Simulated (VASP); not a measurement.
Runs of VASP 6.6.1 on Ni. The structure is that of space group P6_3/mmc (No. 194), or close to it. The cells are those of the table. 

```tsv
task	cell	k mesh	cutoff (eV)	gap on the mesh (eV)	pressure (GPa)
single point	a = 2.379, b = 2.379, c = 3.912 Å, angles 90.0, 90.0, 120.0°, 2 atoms	16 × 16 × 9	520	none	(a)
single point	a = 2.449, b = 2.449, c = 4.027 Å, angles 90.0, 90.0, 120.0°, 2 atoms	16 × 16 × 9	520	none	8.8
relaxation of cell and atoms	relaxed from a = 2.492, b = 2.492, c = 4.069 Å, angles 90.0, 90.0, 120.0°, 2 atoms	14 × 14 × 8	600	none	0.1
single point	a = 2.547, b = 2.547, c = 4.189 Å, angles 90.0, 90.0, 120.0°, 2 atoms	16 × 16 × 9	520	none	-12.4
single point	a = 2.414, b = 2.414, c = 3.971 Å, angles 90.0, 90.0, 120.0°, 2 atoms	16 × 16 × 9	520	none	20.0
```

Alike in all rows: level PBE; potentials or basis VASP PAW PBE potentials, release 64 (Ni); no spin polarisation; smearing fermi-dirac 0.1 eV.

Estimate the missing entries.

(a) 34.1.

Caveats: the run has no spin polarisation, though such a crystal can be magnetic.

A gap of «none» marks levels without a gap at the run's occupations.
